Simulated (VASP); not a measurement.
Wanted: the native input for a VASP 6.6.1 run.

```
Task                   : single point
Functional             : r2SCAN
Potentials or basis    : VASP PAW PBE potentials, release 64 (In_d)
Cutoff                 : 520 eV
k mesh                 : 10 × 10 × 10
Occupations            : fermi-dirac, width 0.05 eV
Spin                   : no spin polarisation
Dipole correction      : no
Further INCAR settings : ALGO = Normal; EDIFF = 1e-06; NBANDS = 12
```

Crystal: In.

```
In
1.0
    -1.92791    1.92609    1.85940
     1.93022   -1.93573    1.87135
     1.85105    1.85887   -1.86904
In
1
Direct
  0.99286 0.02662 0.00908
```

The input as run:

POSCAR

```
In
1.0
   -1.9279060000      1.9260870000      1.8593960000
    1.9302200000     -1.9357270000      1.8713500000
    1.8510510000      1.8588720000     -1.8690360000
In
1
Direct
   -0.0071360000      0.0266250000      0.0090760000
```

INCAR.step1

```
SYSTEM = In
PREC     = Accurate       ! precision mode
ENCUT    = 520            ! plane-wave cutoff, eV
ISMEAR   = -1             ! smearing method
SIGMA    = 0.05           ! smearing width, eV
LREAL    = .False.        ! projectors in reciprocal space
LASPH    = .True.         ! aspherical terms in the spheres
NELM     = 100            ! most SCF steps
NBANDS   = 12             ! bands
GGA      = PE             ! functional
ALGO     = Normal         ! electronic algorithm
EDIFF    = 1E-4           ! SCF threshold, eV
LWAVE    = .True.         ! write WAVECAR
LCHARG   = .False.        ! write CHGCAR
```

INCAR.step2

```
SYSTEM = In
PREC     = Accurate       ! precision mode
ENCUT    = 520            ! plane-wave cutoff, eV
EDIFF    = 1E-6           ! SCF threshold, eV
ISMEAR   = -1             ! smearing method
SIGMA    = 0.05           ! smearing width, eV
LREAL    = .False.        ! projectors in reciprocal space
LASPH    = .True.         ! aspherical terms in the spheres
NELM     = 100            ! most SCF steps
ALGO     = Normal         ! electronic algorithm
ISIF     = 2              ! what is computed and relaxed
LWAVE    = .False.        ! write WAVECAR
LCHARG   = .True.         ! write CHGCAR
METAGGA  = R2SCAN         ! meta-GGA
LMIXTAU  = .True.       
LELF     = .True.         ! ELF
LVHAR    = .True.       
NBANDS   = 12             ! bands
ISTART   = 1
```

KPOINTS

```
Automatic mesh
0
Gamma
  10 10 10
  0 0 0
```

Potentials or basis: VASP PAW PBE potentials, release 64 (In_d).

The run is started by

```console
$ cat potpaw_PBE.64/In_d/POTCAR > POTCAR
$ cp INCAR.step1 INCAR
$ mpirun -np 1 vasp_std > vasp.out
$ cp INCAR.step2 INCAR
$ mpirun -np 1 vasp_std > vasp.out
```

Results of the run:

```
Pressure : 0.0 GPa
```

Caveat: the PAW data sets were made with another functional, which shifts forces and pressure a little.

Run time: 3.6 min on 1 thread of Intel(R) Xeon(R) 6975P-C (Granite Rapids), on a shared host, peak memory 0.28 GiB.
